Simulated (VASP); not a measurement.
A run of VASP 6.6.1:

INCAR

```
SYSTEM = C
ALGO = Normal ; EDIFF = 1E-6
ENCUT = 520 ; GGA = CA
ISIF = 2 ; ISMEAR = -1
LASPH = .True. ; LCHARG = .False.
LREAL = .False. ; LWAVE = .False.
NBANDS = 11 ; NELM = 60
PREC = Accurate ; SIGMA = 0.05
```

File KPOINTS:

```
k-points
0
Gamma
  13 13 8
  0 0 0
```

Contents of POSCAR:

```
C
1.0
    2.0838934217     -1.2032084158      0.0000000000
    2.0838934217      1.2032084158      0.0000000000
   -1.3509174534      0.0000000000      3.4313236862
C
2
Direct
    0.1666444700      0.1666444700      0.9999069600
    0.8333555300      0.8333555300      0.0000930400
```

Potentials or basis: VASP PAW LDA potentials, release 64 (C).

Launch:

```bash
$ cat potpaw_LDA.64/C/POTCAR > POTCAR
$ mpirun -np 1 vasp_std > vasp.out
```

Hardware: 1 thread of Intel(R) Xeon(R) 6975P-C (Granite Rapids) (shared host).

How long does it take, and how much memory?

Wall time 24 s on 1 thread of Intel(R) Xeon(R) 6975P-C (Granite Rapids) (shared host), peak memory 0.15 GiB. Counts: scf iterations 11, k points 371.
